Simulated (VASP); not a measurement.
## GaAs: single point with PBE

GaAs:

```
CELL_PARAMETERS angstrom
0.00000 2.70390 2.83309
2.70390 0.00000 2.83309
2.70390 2.70390 0.00000
ATOMIC_POSITIONS crystal
Ga 0.00000 0.00000 0.00000
As 0.25000 0.25000 0.25000
```

This cell differs from its parent crystal: biaxial xy strain -4.6%.

* Program: VASP 6.6.1
* Task: single point
* Functional: PBE
* Potentials or basis: VASP PAW PBE potentials, release 64 (Ga_d, As)
* Cutoff: 520 eV
* k mesh: 8 × 8 × 8
* Occupations: fermi-dirac, width 0.02 eV
* Spin: no spin polarisation
* Dipole correction: no
* Further INCAR settings: ALGO = Normal; EDIFF = 1e-06; NBANDS = 16

| Quantity | Value |
| --- | --- |
| Pressure | 11.4 GPa |
| Band gap on the k mesh | 1.07 eV, direct |

Stress tensor (GPa, compression positive):
```
12.46  0.00  0.00
 0.00 12.46  0.00
 0.00  0.00  9.42
```

Levels at points of the mesh, in eV from the valence-band top:
```tsv
k point	band 5	band 6	band 7	band 8	band 9	band 10	band 11	band 12	band 13	band 14
(0.00, 0.00, 0.00)	-14.99	-13.48	-0.31	0.00	0.00	1.07	3.61	3.61	3.73	7.76
(0.50, 0.00, 0.00)	-14.98	-11.43	-7.24	-1.60	-1.16	1.10	4.43	4.73	7.73	10.90
(0.50, 0.50, 0.00)	-14.98	-10.72	-7.55	-2.87	-2.87	1.41	1.80	10.76	10.76	11.43
(0.50, 0.00, 0.50)	-14.97	-10.51	-7.24	-3.22	-3.19	1.08	1.34	10.48	10.76	11.72
```

Run time: 15 s on 1 thread of Intel(R) Xeon(R) 6975P-C (Granite Rapids), on a shared host, peak memory 0.19 GiB.

Caveat: the cell differs from its parent crystal (biaxial xy strain -4.6%). A k mesh can miss the band edges.
